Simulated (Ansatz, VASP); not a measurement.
## One calculation of CdSe, two programs

File INCAR:

```
PREC = Accurate
ENCUT = 520
EDIFF = 1E-6
ISMEAR = -1
SIGMA = 0.03
LREAL = False
LASPH = True
NELM = 60
ALGO = Normal
ISIF = 2
LWAVE = False
LCHARG = False
GGA = PE
NBANDS = 16
```

Contents of KPOINTS:

```
Automatic mesh
0
Gamma
  8 8 8
```

Contents of POSCAR:

```
CdSe
1.0
    0.0000000000      3.0075950161      3.0075950161
    3.0075950161      0.0000000000      3.0075950161
    3.0075950161      3.0075950161      0.0000000000
Cd Se
1 1
Direct
    0.0000000000      0.0000000000      0.0000000000
    0.2500000000      0.2500000000      0.2500000000
```

Input for Ansatz:

```yaml
crystal:
  lattice:
    - [0.0, 3.0075950161, 3.0075950161]
    - [3.0075950161, 0.0, 3.0075950161]
    - [3.0075950161, 3.0075950161, 0.0]
  atoms:
    - { symbol: Cd, position: [0.0, 0.0, 0.0] }
    - { symbol: Se, position: [0.25, 0.25, 0.25] }
kpoints:
  mp_grid: { grid: [8, 8, 8] }
  band_path:
    path:
      - [0.0, 0.0, 0.0]
      - [-0.5, -0.5, 0.0]
      - [-0.375, -0.375, 0.25]
      - [-0.375, 0.0, 0.375]
      - [0.0, 0.0, 0.0]
      - [0.0, 0.0, 0.5]
      - [-0.5, -0.25, 0.25]
      - [-0.5, -0.5, 0.0]
    npoints: 5
scf:
  occupations: { method: fermi_dirac, width: 0.03 }
hamiltonian:
  xc: pbe
  pseudopotentials: { kind: all_electron, lapw: { basis_error: 0.001 } }
output:
  forces: true
  stress: true
  eigenvalues: true
```

Change from the starting cell: volume scaled by 0.94.

Alike in both runs: task single point; functional PBE; k mesh 8 × 8 × 8; occupations fermi-dirac, width 0.03 eV; no spin polarisation.

```csv
,VASP,Ansatz
version,VASP 6.6.1,Ansatz 0.2.0
potentials or method,"VASP PAW PBE potentials, release 64 (Cd, Se), cutoff 520 eV","all-electron LAPW, scalar-relativistic"
```

|  | VASP | Ansatz | Ansatz less VASP |
| --- | --- | --- | --- |
| pressure (GPa) | 5.3 | 4.9 | -0.36 |

Ansatz ran all-electron here, and VASP with PAW potentials.
